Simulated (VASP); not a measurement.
The system is GaSb.

```xyz
2
Lattice="0.0000 3.0993 3.0993 3.0993 0.0000 3.0993 3.0993 3.0993 0.0000" Properties=species:S:1:pos:R:3 pbc="T T T"
Sb    4.6489    4.6489    4.6489
Ga    0.0000    0.0000    0.0000
```

Base run:

```yaml
Program: VASP 6.6.1
Functional: b88 exchange, pbe correlation
Potentials_or_basis: VASP PAW PBE potentials, release 64 (Sb, Ga_d)
Cutoff: 500 eV
k_mesh: 8 × 8 × 8
Occupations: fermi-dirac, width 0.05 eV
Spin: no spin polarisation
```

Its results: band gap on the k mesh zero (filled and empty bands touch); pressure 0.3 GPa.

Q: The run is repeated on the same cell with these changes: functional from b88 exchange, pbe correlation to BHLYP; cutoff from 500 eV to 520 eV; k mesh from 8 × 8 × 8 to 4 × 4 × 4. What comes out?

A: Band gap on the k mesh 2.95 eV; pressure -2.8 GPa.

Several settings changed at once.

Caveats: some runs use coarse meshes; the PAW data sets were made with another functional, which shifts forces and pressure a little; spin-orbit coupling is left out, which moves the levels of the heavy elements; semilocal functionals underestimate gaps, so a narrow gap can read as zero (at least some runs).

A k mesh can miss the band edges.
